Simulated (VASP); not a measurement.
WC:

```
W C
1.0
    -2.92091    0.00000   -2.85358
     1.46045   -2.52957    0.00000
    -2.92091    0.00000    2.85358
W C
2 2
Direct
  0.00000 0.00000 0.00000
  0.50000 0.00000 0.50000
  0.91666 0.66667 0.41667
  0.41667 0.66667 0.91666
```

```yaml
Program: VASP 6.6.1
Task: relaxation of cell and atoms
Functional: PBE
Potentials_or_basis: VASP PAW PBE potentials, release 64 (W_sv, C)
Cutoff: 600 eV
k_mesh: 7 × 7 × 7
Occupations: tetrahedron
Spin: no spin polarisation
Hubbard_terms: W d U = 4.66 eV, J = 0.92 eV
```

At the start: pressure 8.4 GPa; volume 10.54 Å³/atom.

Problem. Where does the relaxation end?

Solution. Over 10 steps the energy falls by 6.0 meV/atom and the volume is 10.78 Å³/atom (+2.2 %); space group P-6m2 (No. 187, to 0.05 Å).

The path:
```
step  energy change (eV)  largest force (eV/Å)  pressure (GPa)  volume (Å³)
   1              0.0000                0.0264            8.42        42.17
   2              0.1349                0.0068          -18.95        45.64
   3             -0.0236                0.0159           -0.17        43.11
   4             -0.0236                0.0161           -0.04        43.09
   5             -0.0236                0.0162            0.12        43.07
   6             -0.0236                0.0009            0.19        43.09
   7             -0.0239                0.0083            0.17        43.08
   8             -0.0239                0.0072            0.17        43.08
   9             -0.0238                0.0006           -0.32        43.14
  10             -0.0239                0.0042           -0.02        43.10
```

Final structure:
```xyz
4
Lattice="-2.9454 -0.0012 -2.8700 1.4716 -2.5489 0.0000 -2.9454 -0.0012 2.8700" Properties=species:S:1:pos:R:3 pbc="T T T"
W    -4.4184   -2.5509    0.0000
W    -1.4730   -2.5497    0.0000
C    -2.9468   -1.7013   -1.4350
C    -2.9468   -1.7013    1.4350
```

Caveat: U without spin polarisation on a metal has little footing; the U is typed as a test and isn't derived for this compound; tetrahedron occupations give inexact forces and stress in metals.
